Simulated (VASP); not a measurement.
# O (C2/m) in VASP: a series of runs, part 2 of 2

VASP 6.6.1. Earlier steps stand in the parts before.

**3. Single point, PBEsol**

This run uses another cell than the first one, of 9.14 Å³/atom, 1.075 times its volume.

File INCAR:

```
PREC = Accurate ; ENCUT = 520
EDIFF = 1E-6 ; ISMEAR = -1
SIGMA = 0.05 ; LREAL = False
LASPH = True ; NELM = 100
ALGO = Normal ; ISIF = 2
LWAVE = False ; LCHARG = True
GGA = PS ; LELF = True
LVHAR = True ; NBANDS = 13
```

File KPOINTS:

```
regular mesh
0
Gamma
  10 10 7
```

File POSCAR:

```
O
1.0
    2.0724360502     -1.1982200602      0.1136114350
    2.0724360502      1.1982200602      0.1136114350
   -1.5950337205      0.0000000000      3.5951451231
O
2
Direct
    0.9450055343      0.9450055343      0.8364259354
    0.0549944657      0.0549944657      0.1635740646
```

Potentials or basis: VASP PAW PBE potentials, release 64 (O).

Command:

```console
> cat potpaw_PBE.64/O/POTCAR > POTCAR
> mpirun -np 1 vasp_std > vasp.out
```

OUTCAR:

```text
PREC = Accurate
   ENCUT = 520
   EDIFF = 1E-6
   ISMEAR = -1
   LREAL = False
   LASPH = True
   NELM = 100
   ISIF = 2
   GGA = PS

 ion  position               nearest neighbor table
   1  0.945  0.945  0.836-   2 1.20
   2  0.055  0.055  0.164-   1 1.20

  LATTYP: Found a base centered monoclinic cell.
 ALAT       =     4.1510956338
 B/A-ratio  =     0.5773030380
 C/A-ratio  =     0.9474825119
 COS(beta)  =    -0.3548993174

  Lattice vectors:

 A1 = (   2.0724360502,  -1.1982200602,   0.1136114350)
 A2 = (   2.0724360502,   1.1982200602,   0.1136114350)
 A3 = (  -1.5950337205,   0.0000000000,   3.5951451231)

Analysis of symmetry for initial positions (statically):
=====================================================================
 Subroutine PRICEL returns:
 Original cell was already a primitive cell.

 Routine SETGRP: Setting up the symmetry group for a
 base centered monoclinic supercell.

 Subroutine GETGRP returns: Found  4 space group operations
 (whereof  4 operations were pure point group operations)
 out of a pool of  4 trial point group operations.

The static configuration has the point symmetry C_2h.

Analysis of symmetry for dynamics (positions and initial velocities):
=====================================================================
 Subroutine PRICEL returns:
 Original cell was already a primitive cell.

 Routine SETGRP: Setting up the symmetry group for a
 base centered monoclinic supercell.

 Subroutine GETGRP returns: Found  4 space group operations
 (whereof  4 operations were pure point group operations)
 out of a pool of  4 trial point group operations.

The dynamic configuration has the point symmetry C_2h.

 Subroutine INISYM returns: Found  4 space group operations
 (whereof  4 operations are pure point group operations),
 and found     1 'primitive' translations

----------------------------------------------------------------------------------------

                                     Primitive cell

  volume of cell :      18.2894

  direct lattice vectors                    reciprocal lattice vectors
     2.072436050 -1.198220060  0.113611435     0.235533390 -0.417285619  0.104497506
     2.072436050  1.198220060  0.113611435     0.235533390  0.417285619  0.104497506
    -1.595033721  0.000000000  3.595145123    -0.014886346  0.000000000  0.271548364

  length of vectors
     2.396587168  2.396587168  3.933090518     0.490431437  0.490431437  0.271956094

  position of ions in fractional coordinates (direct lattice)
     0.945005534  0.945005534  0.836425935
     0.054994466  0.054994466  0.163574065

  ion indices of the primitive-cell ions
   primitive index   ion index
                 1           1
                 2           2

----------------------------------------------------------------------------------------

 KPOINTS: regular mesh

Automatic generation of k-mesh.
 Grid dimensions read from file:
 generate k-points for:   10   10    7

 Generating k-lattice:

  Cartesian coordinates                     Fractional coordinates (reciprocal lattice)
     0.023553339 -0.041728562  0.010449751     0.100000000 -0.000000000  0.000000000
     0.023553339  0.041728562  0.010449751    -0.000000000  0.100000000  0.000000000
    -0.002126621  0.000000000  0.038792623     0.000000000  0.000000000  0.142857143

  Length of vectors
     0.049043144  0.049043144  0.038850871

  Shift w.r.t. Gamma in fractional coordinates (k-lattice)
     0.000000000  0.000000000  0.000000000

 Subroutine IBZKPT returns following result:
 ===========================================

 Found    196 irreducible k-points:

 Following reciprocal coordinates:
            Coordinates               Weight
  0.000000  0.000000  0.000000      1.000000
  0.100000  0.000000  0.000000      4.000000
  0.200000  0.000000  0.000000      4.000000
  0.300000  0.000000 -0.000000      4.000000
  0.400000  0.000000  0.000000      4.000000
  0.500000  0.000000  0.000000      2.000000
[... 16 lines left out ...]
  0.300000  0.300000 -0.000000      2.000000
  0.400000  0.300000 -0.000000      4.000000
 [... further k-points ...]
   k-points           NKPTS =    196   k-points in BZ     NKDIM =    196   number of bands    NBANDS=     13
   number of dos      NEDOS =    301   number of ions     NIONS =      2
   total plane-waves  NPLWV =   9720
   dimension x,y,z NGX =    18 NGY =   18 NGZ =   30
   dimension x,y,z NGXF=    36 NGYF=   36 NGZF=   60
   ions per type =               2
   NGX,Y,Z   is equivalent  to a cutoff of  12.49, 12.49, 12.68 a.u.
   NGXF,Y,Z  is equivalent  to a cutoff of  24.97, 24.97, 25.36 a.u.
 SYSTEM =  unknown system
   PREC   = accura    normal or accurate (medium, high low for compatibility)
   ISTART =      0    job   : 0-new  1-cont  2-samecut
   ICHARG =      2    charge: 1-file 2-atom 10-const
   ISPIN  =      1    spin polarized calculation?
   LNONCOLLINEAR =      F non collinear calculations
   LSORBIT =      F    spin-orbit coupling
   LASPH  =      T    aspherical Exc in radial PAW
   ENCUT  =  520.0 eV  38.22 Ry    6.18 a.u.   4.46  4.46  7.31*2*pi/ulx,y,z
   NELM   =    100;   NELMIN=  2; NELMDL= -5     # of ELM steps
   EDIFF  = 0.1E-05   stopping-criterion for ELM
   LREAL  =      F    real-space projection
   EDIFFG = 0.1E-04   stopping-criterion for IOM
   NSW    =      0    number of steps for IOM
   IBRION =     -1    ionic relax: 0-MD 1-quasi-New 2-CG
   NFREE  =      0    steps in history (QN), initial steepest desc. (CG)
   ISIF   =      2    stress and relaxation
   ISYM   =      2    0-nonsym 1-usesym 2-fastsym
   POTIM  = 0.5000    time-step for ionic-motion
   TEBEG  =    0.0;   TEEND  =   0.0 temperature during run
   PSTRESS=    0.0 pullay stress
   NELECT =      12.0000    total number of electrons
   NUPDOWN=      -1.0000    fix difference up-down
   EMIN   =  10.00;   EMAX   =-10.00  energy-range for DOS
[... 5 lines left out ...]
     AMIX     =   0.40;   BMIX     =  1.00
     AMIX_MAG =   1.60;   BMIX_MAG =  1.00
  volume/ion in A,a.u.               =       9.14        61.71
  Fermi-wavevector in a.u.,A,eV,Ry     =   1.422553  2.688235 27.533519  2.023657
  Thomas-Fermi vector in A             =   2.543244
   LORBIT       =      0    0 simple, 1 ext, 2 COOP (PROOUT), +10 PAW based schemes
   GGA     = PS    functional components
   LHFCALC =     F    Hartree Fock is set to
   AEXX    =    0.0000 exact exchange contribution
   IVDW    =     0    specifies the selected vdW correction
   LEPSILON=     F    determine dielectric tensor
   LRPA    =     F    only Hartree local field effects (RPA)
 non-spin polarized calculation
  energy-cutoff  :      520.00
  volume of cell :       18.29
 maximum number of plane-waves:       513
 NGX is ok and might be reduce to    18
   NGX =  9   NGY =  9   NGZ = 15

 number of electron      11.9999994 magnetization

 Free energy of the ion-electron system (eV)
  ---------------------------------------------------
  ext. energy  EPLUGINS =         0.00000000
  ---------------------------------------------------
  free energy    TOTEN  =       -10.20978544 eV

  energy without entropy =      -10.20270387  energy(sigma->0) =      -10.20624466

 E-fermi :   2.2884     XC(G=0): -10.8980

 val. band max:        2.2752227183   @ k =   0.5000   0.2000   0.1429
 cond. band min:       2.3042069053   @ k =  -0.2000   0.5000   0.4286
 fundamental gap:      0.0289841869
 Fermi energy:         2.2883975446

 k-point     1 :       0.0000    0.0000    0.0000
  band No.  band energies     occupation
      1     -26.2060      2.00000
      2     -12.8328      2.00000
      3      -7.4429      2.00000
      4      -2.6689      2.00000
      5      -2.6672      2.00000
      6       3.8945      0.00000
      7       3.8968      0.00000
      8      13.1276      0.00000
      9      14.0228      0.00000
     10      15.3157      0.00000
     11      23.3626      0.00000
     12      28.5125      0.00000
     13      28.5297      0.00000
[... 353 lines left out ...]
 k-point    24 :       0.4000    0.3000   -0.0000
  band No.  band energies     occupation
      1     -25.0825      2.00000
      2     -11.8054      2.00000
      3      -7.2176      2.00000
      4      -4.8385      2.00000
      5      -3.9033      2.00000
      6       0.5170      2.00000
      7       3.1059      0.00000
      8      11.9104      0.00000
      9      17.1108      0.00000
     10      18.3820      0.00000
     11      22.0324      0.00000
     12      23.4552      0.00000
     13      26.5950      0.00000

 [... further k-points ...]
[... 5 lines left out ...]
  --------------------------------------------------------------------------------------
  -------------------------------------------------------------------------------------
  Total        0.5340409      0.5305157      2.2952208      0.0000000      0.0000000     -0.0947118
  in kB       46.7826216     46.4738103    201.0640944      0.0000000      0.0000000     -8.2968659
  external PRESSURE =      98.1068421 kB  Pullay stress =       0.0000000 kB

 VOLUME and BASIS-vectors are now :
 -----------------------------------------------------------------------------
  energy-cutoff  :      520.00
  volume of cell :       18.29
      direct lattice vectors                 reciprocal lattice vectors
     2.072436050 -1.198220060  0.113611435     0.235533390 -0.417285619  0.104497506
     2.072436050  1.198220060  0.113611435     0.235533390  0.417285619  0.104497506
    -1.595033721  0.000000000  3.595145123    -0.014886346  0.000000000  0.271548364

 POSITION                                       TOTAL-FORCE (eV/Angst)
 -----------------------------------------------------------------------------------
      2.58280      0.00000      3.22180         0.082317      0.000000     -1.500051
     -0.03296      0.00000      0.60057        -0.082317      0.000000      1.500051
 -----------------------------------------------------------------------------------
    total drift:                                0.000000     -0.000000     -0.000000

  FREE ENERGIE OF THE ION-ELECTRON SYSTEM (eV)
  ---------------------------------------------------
  free  energy   TOTEN  =       -10.2097854411 eV

  energy  without entropy=      -10.2027038723  energy(sigma->0) =      -10.20624466
```

OSZICAR:

```text
N       E                     dE             d eps       ncg     rms          rms(c)
DAV:   1     0.347353870011E+02    0.34735E+02   -0.66947E+03  5248   0.880E+02
DAV:   2    -0.939572840941E+01   -0.44131E+02   -0.42325E+02  6490   0.189E+02
DAV:   3    -0.105243206467E+02   -0.11286E+01   -0.11246E+01  5601   0.265E+01
DAV:   4    -0.105269285098E+02   -0.26079E-02   -0.26078E-02  5786   0.155E+00
DAV:   5    -0.105269368645E+02   -0.83546E-05   -0.83548E-05  5681   0.791E-02    0.448E+00
DAV:   6    -0.102682343958E+02    0.25870E+00   -0.25158E-01  5256   0.440E+00    0.237E+00
DAV:   7    -0.102086065146E+02    0.59628E-01   -0.21780E-01  5621   0.403E+00    0.466E-01
DAV:   8    -0.102098682898E+02   -0.12618E-02   -0.15745E-02  5196   0.101E+00    0.510E-02
DAV:   9    -0.102097817702E+02    0.86520E-04   -0.33847E-04  5796   0.160E-01    0.237E-02
DAV:  10    -0.102097860695E+02   -0.42993E-05   -0.29424E-05  5806   0.484E-02    0.675E-03
DAV:  11    -0.102097854411E+02    0.62846E-06   -0.39574E-06  5546   0.171E-02
   1 F= -.10209785E+02 E0= -.10206245E+02  d E =-.708157E-02
```

stdout:

```text
POSCAR found type information on POSCAR O
 POSCAR found :  1 types and       2 ions
 scaLAPACK will be used
 -----------------------------------------------------------------------------
|                                                                             |
|                                                                             |
|     You enforced a specific xc type in the INCAR file but a different       |
|     I HOPE YOU KNOW WHAT YOU ARE DOING!                                     |
|                                                                             |
 -----------------------------------------------------------------------------

 LDA part: xc-table for (Slater+PW92), standard interpolation
 POSCAR, INCAR and KPOINTS ok, starting setup
 FFT: planning ... GRIDC
 FFT: planning ... GRID_SOFT
 FFT: planning ... GRID
 WAVECAR not read
 entering main loop
```

Run time: 20 s. Hardware: 1 thread of Intel Xeon Platinum 8488C (Sapphire Rapids), shared host; peak memory 0.15 GiB.

What came out:

```
Free energy            : -10.2098 eV
Pressure               : 9.8 GPa
Largest force          : 1.502 eV/Å
Band gap on the k mesh : zero (band 6 reaches 3.97 eV, above the bottom of band 7 at 1.27 eV)
```

Forces on the atoms (eV/Å):
```
O    0.082  0.000 -1.500
O   -0.082  0.000  1.500
```

Stress tensor (GPa, compression positive):
```
 4.68  0.00 -0.83
 0.00  4.65  0.00
-0.83  0.00 20.11
```

Levels at points of the mesh, in eV from the Fermi level:
```csv
k point,band 2,band 3,band 4,band 5,band 6,band 7,band 8,band 9,band 10,band 11
"(0.00, 0.00, 0.00)",-15.12,-9.73,-4.96,-4.96,1.61,1.61,10.84,11.73,13.03,21.07
"(0.50, 0.00, 0.00)",-13.51,-10.29,-7.53,-5.99,-2.36,0.72,10.36,14.82,14.99,18.89
"(0.50, 0.50, 0.00)",-13.80,-10.17,-6.99,-6.08,-2.76,0.95,9.60,14.32,16.70,18.22
```

Caveat: the standard files for N, O and F lose accuracy on very short bonds; spin is off for a triplet molecule; the PAW data sets were made with another functional, which shifts forces and pressure a little.

**4. Single point, PBEsol**

This run uses another cell than the first one, of 9.85 Å³/atom, 1.157 times its volume.

File INCAR:

```
PREC = Accurate
ENCUT = 520
EDIFF = 1E-6
ISMEAR = -1
SIGMA = 0.05
LREAL = False
LASPH = True
NELM = 100
ALGO = Normal
ISIF = 2
LWAVE = False
LCHARG = False
GGA = PS
NBANDS = 13
```

File KPOINTS:

```
Automatic mesh
0
Gamma
  10 10 7
```

File POSCAR:

```
O
1.0
    2.0978628739     -1.2127093392      0.0837517522
    2.0978628739      1.2127093392      0.0837517522
   -1.6545777698      0.0000000000      3.8045210112
O
2
Direct
    0.9443425128      0.9443425128      0.8443220403
    0.0556574872      0.0556574872      0.1556779597
```

Command:

```console
> cat potpaw_PBE.64/O/POTCAR > POTCAR
> mpirun -np 1 vasp_std > vasp.out
```

Run time: 20 s. Hardware: 1 thread of Intel Xeon Platinum 8488C (Sapphire Rapids), shared host; peak memory 0.15 GiB.

It converged, with:

- Free energy: -10.2410 eV
- Pressure: 6.4 GPa
- Largest force: 1.483 eV/Å
- Band gap on the k mesh: zero (band 6 reaches 3.24 eV, above the bottom of band 7 at 0.72 eV)

Forces on the atoms (eV/Å):
```
O    0.060  0.000 -1.482
O   -0.060  0.000  1.482
```

Stress tensor (GPa, compression positive):
```
 1.66  0.00 -0.53
 0.00  1.65  0.00
-0.53  0.00 15.92
```

Levels at points of the mesh, in eV from the Fermi level:
```
           k point  band 2  band 3  band 4  band 5  band 6  band 7  band 8  band 9  band 10  band 11
(0.00, 0.00, 0.00)  -15.15   -9.38   -5.05   -5.05    1.53    1.55   10.60   10.83    12.25    19.96
(0.50, 0.00, 0.00)  -13.57  -10.08   -7.38   -6.04   -2.31    0.73   10.22   14.51    14.66    17.67
(0.50, 0.50, 0.00)  -13.77  -10.00   -6.98   -6.09   -2.62    0.87    9.51   14.23    15.80    17.62
```

Caveat: the standard files for N, O and F lose accuracy on very short bonds; spin is off for a triplet molecule; the PAW data sets were made with another functional, which shifts forces and pressure a little.

**5. Overview**

```csv
cell,gap on the mesh (eV),pressure (GPa),largest force (eV/Å)
"a = 2.359, b = 2.359, c = 3.784 Å, angles 108.2, 108.2, 60.0°, 2 atoms",none,15.2,1.53
"a = 2.397, b = 2.397, c = 3.933 Å, angles 107.9, 107.9, 60.0°, 2 atoms",none,9.8,1.50
"a = 2.425, b = 2.425, c = 4.149 Å, angles 108.3, 108.3, 60.0°, 2 atoms",none,6.4,1.48
```

Alike in all rows: task single point; level PBEsol; potentials or basis VASP PAW PBE potentials, release 64 (O); no spin polarisation; k mesh 10 × 10 × 7; cutoff (eV) 520; smearing fermi-dirac 0.05 eV.

Caveats: the standard files for N, O and F lose accuracy on very short bonds; spin is off for a triplet molecule; the PAW data sets were made with another functional, which shifts forces and pressure a little.

Total energies depend on the potentials used, so only differences within one code and one set of settings carry meaning.
